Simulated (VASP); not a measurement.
Wanted: the native input for a VASP 6.6.1 run.

| Item | Value |
| --- | --- |
| Task | single point |
| Functional | r2SCAN |
| Potentials or basis | VASP PAW PBE potentials, release 64 (Ti_sv) |
| Cutoff | 520 eV |
| k mesh | 18 × 18 × 10 |
| Occupations | methfessel-paxton, width 0.05 eV |
| Spin | no spin polarisation |
| Dipole correction | no |
| Further INCAR settings | ALGO = Normal; EDIFF = 1e-07; NBANDS = 19 |

Crystal: Ti.

```
Ti
1.0
     3.14050    0.00000    0.00000
    -1.57025    2.71975    0.00000
     0.00000    0.00000    4.45290
Ti
2
Direct
  0.33333 0.66667 0.25000
  0.66667 0.33333 0.75000
```

These files were run (other wordings do the same):

POSCAR

```
Ti
1.0
    3.1405000000      0.0000000000      0.0000000000
   -1.5702500000      2.7197527806      0.0000000000
    0.0000000000      0.0000000000      4.4529000000
Ti
2
Direct
    0.3333333333      0.6666666667      0.2500000000
    0.6666666667      0.3333333333      0.7500000000
```

INCAR.step1

```
ALGO = Normal ; EDIFF = 1E-4
ENCUT = 520 ; GGA = PE
ISMEAR = 1 ; LASPH = True
LCHARG = False ; LREAL = False
LWAVE = True ; NBANDS = 19
NELM = 60 ; PREC = Accurate
SIGMA = 0.05
```

INCAR.step2

```
ALGO = Normal ; EDIFF = 1E-7
ENCUT = 520 ; ISIF = 2
ISMEAR = 1 ; ISTART = 1
LASPH = True ; LCHARG = False
LMIXTAU = True ; LREAL = False
LWAVE = False ; METAGGA = R2SCAN
NBANDS = 19 ; NELM = 60
PREC = Accurate ; SIGMA = 0.05
```

KPOINTS

```
k-points
0
Gamma
  18 18 10
```

Potentials or basis: VASP PAW PBE potentials, release 64 (Ti_sv).

Run with:

```bash
$ cat potpaw_PBE.64/Ti_sv/POTCAR > POTCAR
$ cp INCAR.step1 INCAR
$ mpirun -np 1 vasp_std > vasp.out
$ cp INCAR.step2 INCAR
$ mpirun -np 1 vasp_std > vasp.out
```

It gave:

```yaml
Pressure: -8.8 GPa
Band_gap_on_the_k_mesh: zero (bands 12 and 13 overlap by 1.14 eV)
```

Caveat: the stress differs along the axes, from -12 to -2 GPa; the PAW data sets were made with another functional, which shifts forces and pressure a little.

It took 5.1 min on 1 thread of Intel(R) Xeon(R) Platinum 8488C (Sapphire Rapids), with other jobs on the host, peak memory 0.26 GiB.
